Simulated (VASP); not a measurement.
# In (I4/mmm) in VASP: relaxation of shape and atoms at fixed volume with r2SCAN

Aim: the relaxation of shape and atoms at fixed volume of In with r2SCAN.

Everything below comes from runs of VASP 6.6.1. Logs are shortened: lines on timing, memory, paths and dates and some standing lists are left out, and cuts for length are marked.

## Step 1: The cell of the first run

It takes space group I4/mmm (No. 139, tetragonal). Conventional cell: a = 3.155 Å, b = 3.155 Å, c = 4.950 Å, α = 90.00°, β = 90.00°, γ = 90.00°. Within 4.2 Å of In (site symmetry 4/mmm) lie 12 In at 3.15 to 3.33 Å.

## Step 2: Relaxation of shape and atoms at fixed volume, r2SCAN (volume scaled by 0.94)

POSCAR

```
In
1.0
   -1.5772833323      1.5772833323      2.4751333882
    1.5772833323     -1.5772833323      2.4751333882
    1.5772833323      1.5772833323     -2.4751333882
In
1
Direct
    0.0000000000      0.0000000000      0.0000000000
```

INCAR.step1

```
SYSTEM = In
ALGO     = Normal         ! electronic algorithm
EDIFF    = 1E-4           ! SCF threshold, eV
ENCUT    = 600            ! plane-wave cutoff, eV
GGA      = PE             ! functional
ISMEAR   = 0              ! smearing method
LASPH    = .TRUE.         ! aspherical terms in the spheres
LCHARG   = .FALSE.        ! write CHGCAR
LREAL    = .FALSE.        ! projectors in reciprocal space
LWAVE    = .TRUE.         ! write WAVECAR
NELM     = 100            ! most SCF steps
PREC     = Accurate       ! precision mode
SIGMA    = 0.1            ! smearing width, eV
```

INCAR.step2

```
SYSTEM = In
ALGO     = Normal         ! electronic algorithm
EDIFF    = 1E-7           ! SCF threshold, eV
EDIFFG   = -0.01          ! ionic threshold
ENCUT    = 600            ! plane-wave cutoff, eV
IBRION   = 2              ! ionic algorithm
ISIF     = 4              ! what is computed and relaxed
ISMEAR   = 0              ! smearing method
ISTART   = 1            
LASPH    = .TRUE.         ! aspherical terms in the spheres
LCHARG   = .FALSE.        ! write CHGCAR
LMIXTAU  = .TRUE.       
LREAL    = .FALSE.        ! projectors in reciprocal space
LWAVE    = .FALSE.        ! write WAVECAR
METAGGA  = R2SCAN         ! meta-GGA
NELM     = 100            ! most SCF steps
NSW      = 50             ! ionic steps
PREC     = Accurate       ! precision mode
SIGMA    = 0.1            ! smearing width, eV
```

KPOINTS

```
k-points
0
G
  18 18 18
  0 0 0
```

Potentials or basis: VASP PAW PBE potentials, release 64 (In_d).

Launch:

```bash
$ cat potpaw_PBE.64/In_d/POTCAR > POTCAR
$ cp INCAR.step1 INCAR
$ mpirun -np 1 vasp_std > vasp.out
$ cp INCAR.step2 INCAR
$ mpirun -np 1 vasp_std > vasp.out
```

OUTCAR:

```text
SYSTEM = In
   EDIFF = 1E-7
   EDIFFG = -0.01
   ENCUT = 600
   IBRION = 2
   ISIF = 4
   ISMEAR = 0
   ISTART = 1
   LASPH = .TRUE.
   LREAL = .FALSE.
   METAGGA = R2SCAN
   NELM = 100
   NSW = 50
   PREC = Accurate

 ion  position               nearest neighbor table
   1  0.000  0.000  0.000-

  LATTYP: Found a body centered tetragonal cell.
 ALAT       =     3.1545666646
 C/A-ratio  =     1.5692382830

  Lattice vectors:

 A1 = (  -1.5772833323,   1.5772833323,   2.4751333882)
 A2 = (   1.5772833323,  -1.5772833323,   2.4751333882)
 A3 = (   1.5772833323,   1.5772833323,  -2.4751333882)

Analysis of symmetry for initial positions (statically):
=====================================================================
 Subroutine PRICEL returns:
 Original cell was already a primitive cell.

 Routine SETGRP: Setting up the symmetry group for a
 body centered tetragonal supercell.

 Subroutine GETGRP returns: Found 16 space group operations
 (whereof 16 operations were pure point group operations)
 out of a pool of 16 trial point group operations.

The static configuration has the point symmetry D_4h.

Analysis of symmetry for dynamics (positions and initial velocities):
=====================================================================
 Subroutine PRICEL returns:
 Original cell was already a primitive cell.

 Routine SETGRP: Setting up the symmetry group for a
 body centered tetragonal supercell.

 Subroutine GETGRP returns: Found 16 space group operations
 (whereof 16 operations were pure point group operations)
 out of a pool of 16 trial point group operations.

The dynamic configuration has the point symmetry D_4h.

 Subroutine INISYM returns: Found 16 space group operations
 (whereof 16 operations are pure point group operations),
 and found     1 'primitive' translations

----------------------------------------------------------------------------------------

                                     Primitive cell

  volume of cell :      24.6308

  direct lattice vectors                    reciprocal lattice vectors
    -1.577283332  1.577283332  2.475133388     0.000000000  0.317000750  0.202009315
     1.577283332 -1.577283332  2.475133388     0.317000750  0.000000000  0.202009315
     1.577283332  1.577283332 -2.475133388     0.317000750  0.317000750  0.000000000

  length of vectors
     3.331955989  3.331955989  3.331955989     0.375895250  0.375895250  0.448306761

  position of ions in fractional coordinates (direct lattice)
     0.000000000  0.000000000  0.000000000

  ion indices of the primitive-cell ions
   primitive index   ion index
                 1           1

----------------------------------------------------------------------------------------

 KPOINTS: k-points

Automatic generation of k-mesh.
 Grid dimensions read from file:
 generate k-points for:   18   18   18

 Generating k-lattice:

  Cartesian coordinates                     Fractional coordinates (reciprocal lattice)
     0.000000000  0.017611153  0.011222740     0.055555556 -0.000000000  0.000000000
     0.017611153  0.000000000  0.011222740    -0.000000000  0.055555556  0.000000000
     0.017611153  0.017611153  0.000000000     0.000000000  0.000000000  0.055555556

  Length of vectors
     0.020883069  0.020883069  0.024905931

  Shift w.r.t. Gamma in fractional coordinates (k-lattice)
     0.000000000  0.000000000  0.000000000

 Subroutine IBZKPT returns following result:
 ===========================================

 Found    480 irreducible k-points:

 Following reciprocal coordinates:
            Coordinates               Weight
  0.000000  0.000000  0.000000      1.000000
  0.055556 -0.000000  0.000000      8.000000
  0.111111 -0.000000  0.000000      8.000000
  0.166667 -0.000000  0.000000      8.000000
  0.222222 -0.000000  0.000000      8.000000
  0.277778 -0.000000  0.000000      8.000000
[... 16 lines left out ...]
 -0.277778  0.055556 -0.000000     16.000000
 -0.222222  0.055556 -0.000000     16.000000
 [... further k-points ...]
   k-points           NKPTS =    480   k-points in BZ     NKDIM =    480   number of bands    NBANDS=     10
   number of dos      NEDOS =    301   number of ions     NIONS =      1
   total plane-waves  NPLWV =  21952
   dimension x,y,z NGX =    28 NGY =   28 NGZ =   28
   dimension x,y,z NGXF=    56 NGYF=   56 NGZF=   56
   ions per type =               1
   NGX,Y,Z   is equivalent  to a cutoff of  13.97, 13.97, 13.97 a.u.
   NGXF,Y,Z  is equivalent  to a cutoff of  27.94, 27.94, 27.94 a.u.
 SYSTEM =  In
   PREC   = accura    normal or accurate (medium, high low for compatibility)
   ISTART =      1    job   : 0-new  1-cont  2-samecut
   ICHARG =      0    charge: 1-file 2-atom 10-const
   ISPIN  =      1    spin polarized calculation?
   LNONCOLLINEAR =      F non collinear calculations
   LSORBIT =      F    spin-orbit coupling
   LASPH  =      T    aspherical Exc in radial PAW
   ENCUT  =  600.0 eV  44.10 Ry    6.64 a.u.   6.65  6.65  6.65*2*pi/ulx,y,z
   NELM   =    100;   NELMIN=  2; NELMDL=  0     # of ELM steps
   EDIFF  = 0.1E-06   stopping-criterion for ELM
   LREAL  =      F    real-space projection
   EDIFFG = -.1E-01   stopping-criterion for IOM
   NSW    =     50    number of steps for IOM
   IBRION =      2    ionic relax: 0-MD 1-quasi-New 2-CG
   NFREE  =      1    steps in history (QN), initial steepest desc. (CG)
   ISIF   =      4    stress and relaxation
   ISYM   =      2    0-nonsym 1-usesym 2-fastsym
   POTIM  = 0.5000    time-step for ionic-motion
   TEBEG  =    0.0;   TEEND  =   0.0 temperature during run
   PSTRESS=    0.0 pullay stress
   NELECT =      13.0000    total number of electrons
   NUPDOWN=      -1.0000    fix difference up-down
   EMIN   =  10.00;   EMAX   =-10.00  energy-range for DOS
   EFERMI =   0.00;   METHOD = LEGACY
   ISMEAR =     0;   SIGMA  =   0.10  broadening in eV -4-tet -1-fermi 0-gaus
   EFERMI_NEDOS =   21; number of points for ismear=-14 and -15
   IALGO  =     38    algorithm
   IMIX   =      4    mixing-type and parameters
     AMIX     =   0.40;   BMIX     =  1.00
     AMIX_MAG =   1.60;   BMIX_MAG =  1.00
  volume/ion in A,a.u.               =      24.63       166.22
  Fermi-wavevector in a.u.,A,eV,Ry     =   1.323010  2.500127 23.815048  1.750357
  Thomas-Fermi vector in A             =   2.452650
   LORBIT       =      0    0 simple, 1 ext, 2 COOP (PROOUT), +10 PAW based schemes
   METAGGA = R2SCAN    functional components
   LHFCALC =     F    Hartree Fock is set to
   AEXX    =    0.0000 exact exchange contribution
   IVDW    =     0    specifies the selected vdW correction
   LEPSILON=     F    determine dielectric tensor
   LRPA    =     F    only Hartree local field effects (RPA)
 conjugate gradient relaxation of ions
 non-spin polarized calculation
 Gauss-broadening in eV      SIGMA  =   0.10
  energy-cutoff  :      600.00
  volume of cell :       24.63
 maximum number of plane-waves:       838
   NGX = 13   NGY = 13   NGZ = 13

--------------------------------------- Ionic step        1  -------------------------------------------

 number of electron      12.9999998 magnetization

 Free energy of the ion-electron system (eV)
  ---------------------------------------------------
  ext. energy  EPLUGINS =         0.00000000
  ---------------------------------------------------
  free energy    TOTEN  =       -22.56014888 eV

  energy without entropy =      -22.55886642  energy(sigma->0) =      -22.55950765

------------------------ aborting loop because EDIFF is reached ----------------------------------------

  FORCE on cell =-STRESS in cart. coord.  units (eV):
  Direction    XX          YY          ZZ          XY          YZ          ZX
  --------------------------------------------------------------------------------------
  -------------------------------------------------------------------------------------
  Total        0.5094218      0.5094218      0.4669872      0.0000000      0.0000000      0.0000000
  in kB       33.1367633     33.1367633     30.3764839      0.0000000      0.0000000      0.0000000
  external PRESSURE =      32.2166702 kB  Pullay stress =       0.0000000 kB

 VOLUME and BASIS-vectors are now :
 -----------------------------------------------------------------------------
  energy-cutoff  :      600.00
  volume of cell :       24.63
      direct lattice vectors                 reciprocal lattice vectors
    -1.577283332  1.577283332  2.475133388     0.000000000  0.317000750  0.202009315
     1.577283332 -1.577283332  2.475133388     0.317000750  0.000000000  0.202009315
     1.577283332  1.577283332 -2.475133388     0.317000750  0.317000750  0.000000000
[... 36 lines left out ...]
 POSITION                                       TOTAL-FORCE (eV/Angst)
 -----------------------------------------------------------------------------------
      0.00000      0.00000      0.00000        -0.000000      0.000000      0.000000
 -----------------------------------------------------------------------------------
    total drift:                                0.000000     -0.000000     -0.000000

  FREE ENERGIE OF THE ION-ELECTRON SYSTEM (eV)
  ---------------------------------------------------
  free  energy   TOTEN  =       -22.5601929796 eV

  energy  without entropy=      -22.5589385592  energy(sigma->0) =      -22.55956577

--------------------------------------- Ionic step        3  -------------------------------------------

 number of electron      12.9999998 magnetization

 Free energy of the ion-electron system (eV)
  ---------------------------------------------------
  ext. energy  EPLUGINS =         0.00000000
  ---------------------------------------------------
  free energy    TOTEN  =       -22.56020622 eV

  energy without entropy =      -22.55896178  energy(sigma->0) =      -22.55958400

 E-fermi :   8.2214     XC(G=0): -11.4047

 val. band max:        8.1873059889   @ k =  -0.0556   0.3333   0.0556
 cond. band min:       8.2238856945   @ k =  -0.3889   0.5000   0.0556
 fundamental gap:      0.0365797056
 Fermi energy:         8.2214084681

 k-point     1 :       0.0000    0.0000    0.0000
  band No.  band energies     occupation
      1      -7.2358      2.00000
      2      -7.0523      2.00000
      3      -7.0523      2.00000
      4      -6.9994      2.00000
      5      -6.8172      2.00000
      6      -2.2915      2.00000
      7      19.9289      0.00000
      8      19.9290      0.00000
      9      20.2568      0.00000
     10      20.5500      0.00000

 k-point     2 :       0.0556   -0.0000    0.0000
  band No.  band energies     occupation
      1      -7.2287      2.00000
      2      -7.0538      2.00000
      3      -7.0465      2.00000
      4      -6.9977      2.00000
      5      -6.8204      2.00000
      6      -2.2167      2.00000
      7      18.9233      0.00000
      8      19.8390      0.00000
      9      19.9030      0.00000
     10      20.4794      0.00000
[... 274 lines left out ...]
 k-point    24 :      -0.2222    0.0556   -0.0000
  band No.  band energies     occupation
      1      -7.1607      2.00000
      2      -7.1009      2.00000
      3      -6.9991      2.00000
      4      -6.9242      2.00000
      5      -6.8498      2.00000
      6      -1.1757      2.00000
      7      13.3786      0.00000
      8      17.3762      0.00000
      9      18.8624      0.00000
     10      21.2148      0.00000

 [... further k-points ...]

------------------------ aborting loop because EDIFF is reached ----------------------------------------

  FORCE on cell =-STRESS in cart. coord.  units (eV):
  Direction    XX          YY          ZZ          XY          YZ          ZX
  --------------------------------------------------------------------------------------
  -------------------------------------------------------------------------------------
  Total        0.4970610      0.4970610      0.4924468      0.0000000      0.0000000      0.0000000
  in kB       32.3327194     32.3327194     32.0325734      0.0000000      0.0000000      0.0000000
  external PRESSURE =      32.2326708 kB  Pullay stress =       0.0000000 kB

 VOLUME and BASIS-vectors are now :
 -----------------------------------------------------------------------------
  energy-cutoff  :      600.00
  volume of cell :       24.63
      direct lattice vectors                 reciprocal lattice vectors
    -1.579043647  1.579043647  2.469617917     0.000000000  0.316647359  0.202460468
     1.579043647 -1.579043647  2.469617917     0.316647359  0.000000000  0.202460468
     1.579043647  1.579043647 -2.469617917     0.316647359  0.316647359  0.000000000

 POSITION                                       TOTAL-FORCE (eV/Angst)
 -----------------------------------------------------------------------------------
      0.00000      0.00000      0.00000         0.000000     -0.000000     -0.000000
 -----------------------------------------------------------------------------------
    total drift:                                0.000000     -0.000000     -0.000000

  FREE ENERGIE OF THE ION-ELECTRON SYSTEM (eV)
  ---------------------------------------------------
  free  energy   TOTEN  =       -22.5602062233 eV

  energy  without entropy=      -22.5589617826  energy(sigma->0) =      -22.55958400

 reached required accuracy - stopping structural energy minimisation
```

It took 18 min on 1 thread of Intel Xeon Platinum 8259CL at 2.50GHz (Skylake/Cascade Lake), shared host; peak memory 0.29 GiB.

What came out:

```
Free energy               : -22.5602 eV
Energy gained by relaxing : 0.1 meV/atom
Ionic steps               : 3
Pressure after relaxing   : 3.2 GPa
```

Final structure:
```cif
data_structure
_symmetry_space_group_name_H-M 'P 1'
_symmetry_Int_Tables_number 1
_cell_length_a 3.3295
_cell_length_b 3.3295
_cell_length_c 3.3295
_cell_angle_alpha 123.378
_cell_angle_beta 123.378
_cell_angle_gamma 84.242
_cell_volume 24.63
loop_
_atom_site_label
_atom_site_type_symbol
_atom_site_fract_x
_atom_site_fract_y
_atom_site_fract_z
_atom_site_occupancy
In1 In 0.00000 0.00000 0.00000 1
```

Caveat: the PAW data sets were made with another functional, which shifts forces and pressure a little; spin-orbit coupling is left out, which moves the levels of the heavy elements.
